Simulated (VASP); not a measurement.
# ScAl14N16 (a cell with a defect) in VASP: single point with PBE

Aim: the single point of ScAl14N16 (a cell with a defect) with PBE.

All numbers are computed with VASP 6.6.1; they aren't measurements. Logs are shortened: lines on timing, memory, paths and dates and some standing lists are left out, and cuts for length are marked.

## 1. The cell of the first run

The cell holds a defect, 31 atoms: a = 7.627 Å, b = 7.627 Å, c = 7.627 Å, α = 109.47°, β = 109.47°, γ = 109.47°.

## 2. Single point, PBE, collinear spin (atoms taken out, then relaxed in part)

File INCAR:

```
SYSTEM = ScAl14N16
PREC = Accurate
ENCUT = 520
EDIFF = 1E-6
ISMEAR = 0
SIGMA = 0.02
LREAL = Auto
LASPH = .TRUE.
NELM = 150
ALGO = Normal
ISIF = 2
LWAVE = .FALSE.
LCHARG = .FALSE.
ISPIN = 2
MAGMOM = 1 0 0 0 0 0 0 0 0 0 0 0 0 0 0 0 0 0 0 0 0 0 0 0 0 0 0 0 0 0 0
LORBIT = 11
LMAXMIX = 4
GGA = PE
NBANDS = 92
```

File KPOINTS:

```
Automatic mesh
0
Gamma
  2 2 2
  0.5 0.5 0.5
```

File POSCAR:

```
ScAl14N16
1.0
   -4.4031742015     -4.4031742015      4.4031742015
    4.4031742015     -4.4031742015     -4.4031742015
    4.4031742015      4.4031742015      4.4031742015
Sc Al N
1 14 16
Direct
    0.2484793663      0.0000000000      0.7600930682
    0.4967841998      0.7407264546      0.7425735207
    0.2554303030      0.7472238447      0.0036112721
    0.0016066138      0.7518971726      0.2505019510
    0.7532606764      0.0000000000      0.2526376601
    0.5006393531      0.0000000000      0.4986947995
   -0.0045477272      0.2584550844      0.7497350094
    0.7495468581      0.5030432690      0.7488747356
    0.5037104937      0.5043424519      0.0018626751
    0.2465035891      0.4969567310      0.2458314666
   -0.0006319583      0.4956575481      0.4975202231
    0.7369971885      0.7415449156      0.4912799250
    0.7560577451      0.2592735454      0.0018470660
    0.5082064583      0.2527761553      0.2563874273
    0.2497094412      0.2481028274      0.4986047784
    0.2487566285      0.7287458615      0.7495594553
    0.0032914008      0.7232312384     -0.0002035865
    0.5020307330      0.4987883298      0.7510542394
    0.2516423327      0.4958991817     -0.0000237317
    0.0032424033      0.5012116702      0.2522659096
    0.7520636292      0.7519487331      0.2493722967
    0.4938033871      0.7473614111      0.4960053608
   -0.0278661475      0.0000000000      0.7182111504
    0.7464419761      0.2526385889      0.7486439497
    0.5200107671      0.2712541385      0.0208135939
    0.2800601624      0.2767687616      0.2765651750
    0.0001148961      0.2480512669      0.4974235636
    0.7557431511      0.5041008183      0.5040770867
    0.7145598332      0.0000000000     -0.0042819703
    0.5030936496      0.0000000000      0.2503281296
    0.2512585963      0.0000000000      0.4901337995
```

Potentials or basis: VASP PAW PBE potentials, release 64 (Sc_sv, Al, N).

Launch:

```bash
cat potpaw_PBE.64/Sc_sv/POTCAR potpaw_PBE.64/Al/POTCAR potpaw_PBE.64/N/POTCAR > POTCAR
mpirun -np 1 vasp_std > vasp.out
```

OUTCAR:

```text
SYSTEM = ScAl14N16
   PREC = Accurate
   ENCUT = 520
   EDIFF = 1E-6
   ISMEAR = 0
   LREAL = Auto
   LASPH = .TRUE.
   NELM = 150
   ISIF = 2
   ISPIN = 2
   LORBIT = 11
   GGA = PE

 ion  position               nearest neighbor table
   1  0.248  0.000  0.760-  23 2.02  16 2.04  25 2.04  31 2.07  14 3.09   3 3.09   9 3.14  11 3.14
                            13 3.16   2 3.16  15 3.17   4 3.17  12 3.19   7 3.19   6 3.20
   2  0.497  0.741  0.743-  29 1.88  18 1.88  16 1.88  22 1.89   8 3.05  12 3.06  15 3.07   9 3.09
                            10 3.09  11 3.10   3 3.13   6 3.13   1 3.16   5 3.18  13 3.23
   3  0.255  0.747  0.004-  17 1.86  16 1.88  19 1.90  30 1.90   7 3.05   9 3.06  10 3.07   6 3.08
                             1 3.09   5 3.10   4 3.12   2 3.13  14 3.15   8 3.15  11 3.15
   4  0.002  0.752  0.251-  17 1.86  31 1.88  21 1.90  20 1.92  13 3.07  15 3.09   5 3.09   9 3.10
                             6 3.11  10 3.11   3 3.12   8 3.12  11 3.13  12 3.15   1 3.17
   5  0.753  0.000  0.253-  21 1.88  27 1.88  29 1.88  30 1.90   9 3.09  11 3.09   4 3.09  15 3.09
                            12 3.10   7 3.10  14 3.10   3 3.10   6 3.11   2 3.18  13 3.18
   6  0.501  0.000  0.499-  31 1.88  30 1.90  22 1.90  24 1.90   7 3.08  12 3.08   3 3.08  14 3.08
                             5 3.11   4 3.11  15 3.11  10 3.13   8 3.13  13 3.13   2 3.13   1 3.20
   7  0.995  0.258  0.750-  23 1.84  24 1.88  19 1.89  27 1.91   3 3.05  11 3.05   8 3.05  13 3.06
                             6 3.08  10 3.09   5 3.10  15 3.15   9 3.17   1 3.19  12 3.22
   8  0.750  0.503  0.749-  17 1.86  18 1.88  28 1.89  24 1.90   7 3.05   2 3.05  14 3.07  12 3.09
                            13 3.09   9 3.11  15 3.11  11 3.12   4 3.12   6 3.13   3 3.15
   9  0.504  0.504  0.002-  25 1.87  21 1.89  18 1.89  19 1.90  12 3.05   3 3.06   5 3.09   2 3.09
[... 15 lines left out ...]
  18  0.502  0.499  0.751-   2 1.88   8 1.88   9 1.89  15 1.92
  19  0.252  0.496  1.000-  10 1.89   7 1.89   9 1.90   3 1.90
  20  0.003  0.501  0.252-  13 1.88  10 1.88  11 1.89   4 1.92
  21  0.752  0.752  0.249-   5 1.88   9 1.89   4 1.90  12 1.91
  22  0.494  0.747  0.496-  12 1.88   2 1.89  10 1.90   6 1.90
  23  0.972  0.000  0.718-  12 1.84   7 1.84   1 2.02
  24  0.746  0.253  0.749-   7 1.88  13 1.89   8 1.90   6 1.90
  25  0.520  0.271  0.021-   9 1.87  14 1.88  13 1.88   1 2.04
  26  0.280  0.277  0.277-  15 1.86  10 1.86  14 1.86
  27  0.000  0.248  0.497-   5 1.88  11 1.89  15 1.90   7 1.91
  28  0.756  0.504  0.504-   8 1.89  12 1.89  11 1.90  14 1.90
  29  0.715  0.000  0.996-   2 1.88  13 1.88   5 1.88
  30  0.503  0.000  0.250-   3 1.90  14 1.90   6 1.90   5 1.90
  31  0.251  0.000  0.490-  15 1.88   4 1.88   6 1.88   1 2.07

  LATTYP: Found a body centered cubic cell.
 ALAT       =     8.8063484030

  Lattice vectors:

 A1 = (  -4.4031742015,  -4.4031742015,   4.4031742015)
 A2 = (   4.4031742015,  -4.4031742015,  -4.4031742015)
 A3 = (   4.4031742015,   4.4031742015,   4.4031742015)

Analysis of symmetry for initial positions (statically):
=====================================================================
 Subroutine PRICEL returns:
 Original cell was already a primitive cell.

[... 228 lines left out ...]

 spin component 1

 k-point     1 :       0.2500    0.2500    0.2500
  band No.  band energies     occupation
      1     -41.5569      1.00000
      2     -20.3760      1.00000
      3     -20.3667      1.00000
      4     -20.3515      1.00000
      5      -9.0115      1.00000
      6      -9.0099      1.00000
[... 232 lines left out ...]
     77      11.3674      0.00000
     78      11.9304      0.00000
 Fermi energy:         5.6398391384

 spin component 2

 k-point     1 :       0.2500    0.2500    0.2500
  band No.  band energies     occupation
      1     -41.5617      1.00000
      2     -20.3970      1.00000
      3     -20.3648      1.00000
      4     -20.3550      1.00000
      5      -9.1095      1.00000
      6      -9.0202      1.00000
[... 232 lines left out ...]
     77      11.3423      0.00000
     78      11.9242      0.00000
 [bands above 78 left out]

------------------------ aborting loop because EDIFF is reached ----------------------------------------

  FORCE on cell =-STRESS in cart. coord.  units (eV):
  Direction    XX          YY          ZZ          XY          YZ          ZX
  --------------------------------------------------------------------------------------
  -------------------------------------------------------------------------------------
  Total       12.5530698     12.5530698     14.5170145     -2.2976465     -1.0533127     -1.0533305
  in kB       58.8983235     58.8983235     68.1130456    -10.7804327     -4.9420863     -4.9421698
  external PRESSURE =      61.9698976 kB  Pullay stress =       0.0000000 kB

 VOLUME and BASIS-vectors are now :
 -----------------------------------------------------------------------------
  energy-cutoff  :      520.00
  volume of cell :      341.47
      direct lattice vectors                 reciprocal lattice vectors
    -4.403174201 -4.403174201  4.403174201     0.000000000 -0.113554444  0.113554444
     4.403174201 -4.403174201 -4.403174201     0.113554444 -0.113554444  0.000000000
     4.403174201  4.403174201  4.403174201     0.113554444  0.000000000  0.113554444

 POSITION                                       TOTAL-FORCE (eV/Angst)
 -----------------------------------------------------------------------------------
      2.25272      2.25272      4.44092        -0.048983     -0.048983      0.104632
      4.34380     -2.17929      2.19556        -0.068611      0.074843     -0.012475
      2.18135     -4.39896     -2.14955         0.079087      0.093892     -0.077147
      4.40666     -2.21480     -2.20066        -0.108875     -0.075089     -0.077237
     -2.20433     -2.20433      4.42915         0.022662      0.022662      0.019343
     -0.00856     -0.00856      4.40024        -0.004149     -0.004149     -0.069742
[... 23 lines left out ...]
     -1.11297     -1.11297      3.31745        -0.034247     -0.034247      0.045620
      1.05181      1.05181      3.26448         0.015504      0.015504      0.043123
 -----------------------------------------------------------------------------------
    total drift:                               -0.009420     -0.009413     -0.001961

  FREE ENERGIE OF THE ION-ELECTRON SYSTEM (eV)
  ---------------------------------------------------
  free  energy   TOTEN  =      -226.6587365164 eV

  energy  without entropy=     -226.6534298161  energy(sigma->0) =     -226.65608317

 total charge

# of ion       s       p       d       tot
------------------------------------------
    1        2.287   6.274   1.303   9.864
    2        0.371   0.451   0.000   0.822
    3        0.371   0.452   0.000   0.823
    4        0.370   0.446   0.000   0.816
    5        0.372   0.449   0.000   0.821
    6        0.370   0.438   0.000   0.808
[... 23 lines left out ...]
   30        1.226   2.621   0.000   3.846
   31        1.233   2.620   0.000   3.853
--------------------------------------------------
tot         27.258  54.022   1.303  82.583

 magnetization (x)

# of ion       s       p       d       tot
------------------------------------------
    1        0.001  -0.004  -0.007  -0.009
    2        0.002   0.003   0.000   0.005
    3       -0.000  -0.000   0.000  -0.001
    4       -0.000  -0.001   0.000  -0.001
    5        0.002   0.003   0.000   0.005
    6       -0.000  -0.001   0.000  -0.001
[... 23 lines left out ...]
   30       -0.001  -0.032   0.000  -0.033
   31       -0.000  -0.011   0.000  -0.011
--------------------------------------------------
tot         -0.029  -1.018  -0.007  -1.053
```

OSZICAR:

```text
N       E                     dE             d eps       ncg     rms          rms(c)
DAV:   1     0.919735781038E+03    0.91974E+03   -0.59168E+04  1144   0.133E+03
DAV:   2    -0.165059742884E+03   -0.10848E+04   -0.10390E+04  1360   0.315E+02
DAV:   3    -0.259214171973E+03   -0.94154E+02   -0.92369E+02  1488   0.112E+02
[... 28 lines left out ...]
DAV:  32    -0.226658749447E+03   -0.32746E-04   -0.70106E-05  1464   0.198E-02    0.102E-01
DAV:  33    -0.226658727683E+03    0.21764E-04   -0.19439E-05  1168   0.226E-02    0.266E-02
DAV:  34    -0.226658739774E+03   -0.12091E-04   -0.71005E-06  1208   0.959E-03    0.495E-02
DAV:  35    -0.226658732679E+03    0.70947E-05   -0.19714E-06   904   0.649E-03    0.496E-03
DAV:  36    -0.226658736270E+03   -0.35904E-05   -0.13581E-06   840   0.689E-03    0.402E-03
DAV:  37    -0.226658736516E+03   -0.24663E-06   -0.32680E-07   624   0.344E-03
   1 F= -.22665874E+03 E0= -.22665608E+03  d E =-.530670E-02  mag=    -1.5683
```

stdout:

```text
POSCAR found type information on POSCAR ScAlN
 POSCAR found :  3 types and      31 ions
 scaLAPACK will be used
 LDA part: xc-table for (Slater+PW92), standard interpolation
 POSCAR, INCAR and KPOINTS ok, starting setup
 FFT: planning ... GRIDC
 FFT: planning ... GRID_SOFT
 FFT: planning ... GRID
 WAVECAR not read
 entering main loop
```

Wall time 29 min (1 thread of Intel Xeon 8259CL, shared host); peak memory 0.75 GiB.

What came out:

```
Free energy                                           : -226.6587 eV
Pressure                                              : 6.2 GPa
Largest force                                         : 0.185 eV/Å
Net moment                                            : -1.57 μB per cell
Site moments                                          : Sc -0.01; Al +0.01, -0.00, +0.00 (each value once); N -0.04, +0.03, -0.00, +0.00, -0.44, -0.48, -0.03, -0.01 (each value once) μB
Valence electrons inside the program's atomic spheres : Sc 9.86; Al 0.82, 0.81 (each value once); N 3.86, 3.76, 3.85, 3.74, 3.73 (each value once)
```

Forces in eV/Å, atoms in the order of the input:
```
Sc  -0.049 -0.049  0.105
Al  -0.069  0.075 -0.012
Al   0.079  0.094 -0.077
Al  -0.109 -0.075 -0.077
Al   0.023  0.023  0.019
Al  -0.004 -0.004 -0.070
Al   0.143 -0.108 -0.047
Al   0.089 -0.091  0.061
Al  -0.002  0.000 -0.001
Al  -0.091  0.089  0.061
Al   0.000 -0.002 -0.001
Al  -0.108  0.143 -0.047
Al   0.075 -0.069 -0.012
Al   0.094  0.079 -0.077
Al  -0.075 -0.109 -0.077
N   -0.034 -0.021  0.041
N   -0.007 -0.008 -0.073
N    0.043  0.012  0.028
N   -0.053  0.003  0.028
N    0.012  0.043  0.028
N    0.068 -0.010  0.029
N    0.056 -0.069  0.043
N    0.033  0.033 -0.063
N   -0.069  0.056  0.043
N   -0.021 -0.034  0.041
N   -0.008 -0.007 -0.073
N   -0.010  0.068  0.029
N    0.003 -0.053  0.028
N    0.009  0.009  0.034
N   -0.034 -0.034  0.046
N    0.016  0.016  0.043
```

Levels at points of the mesh, in eV from the Fermi level:
Spin up:
```tsv
k point	band 62	band 63	band 64	band 65	band 66	band 67	band 68	band 69	band 70	band 71
(0.25, 0.25, 0.25)	-0.90	-0.86	-0.76	-0.64	0.01	0.30	0.60	4.36	4.37	4.48
```
Spin down:
```csv
k point,band 64,band 65,band 66,band 67,band 68,band 69,band 70,band 71
"(0.25, 0.25, 0.25)",-0.80,-0.79,-0.71,-0.22,0.13,4.32,4.36,4.46
```

Caveat: the k points lie up to 0.50 Å⁻¹ apart; the cell differs from its parent crystal (atoms taken out, then relaxed in part); a moment this small can come from the mesh or the smearing.
